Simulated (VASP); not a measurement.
Crystal: SiW4.

```
Si W
1.0
    -2.72632    2.72632    2.72632
     2.72632   -2.72632    2.72632
     2.72632    2.72632   -2.72632
Si W
1 4
Direct
  0.00000 0.00000 0.00000
  0.50000 0.50000 0.50000
  0.50000 0.00000 0.00000
  0.00000 0.00000 0.50000
  0.00000 0.50000 0.00000
```

```yaml
Program: VASP 6.6.1
Task: relaxation of cell and atoms
Functional: PBE
Potentials_or_basis: VASP PAW PBE potentials, release 64 (Si, W_sv)
Cutoff: 600 eV
k_mesh: 4 × 4 × 4
Occupations: gaussian, width 0.1 eV
Spin: no spin polarisation
```

At the start: pressure 28.2 GPa; volume 16.21 Å³/atom.

Question: Where does the relaxation end?

Answer: Over 4 steps the energy falls by 152.2 meV/atom and the volume is 18.13 Å³/atom (+11.9 %); space group Im-3m (No. 229, to 0.05 Å).

Step by step:
```
step  energy change (eV)  largest force (eV/Å)  pressure (GPa)  volume (Å³)
   1              0.0000                0.0000           28.19        81.06
   2              2.8116                0.0000          -31.04       119.33
   3             -0.7541                0.0000           -2.20        91.55
   4             -0.7610                0.0000           -0.27        90.67
```

Final structure:
```
Si W
1.0
    -2.83009    2.83009    2.83009
     2.83009   -2.83009    2.83009
     2.83009    2.83009   -2.83009
Si W
1 4
Cartesian
  0.0000 0.0000 0.0000
  1.4150 1.4150 1.4150
  -1.4150 1.4150 1.4150
  1.4150 1.4150 -1.4150
  1.4150 -1.4150 1.4150
```

Caveat: the k points lie up to 0.39 Å⁻¹ apart in the final cell.
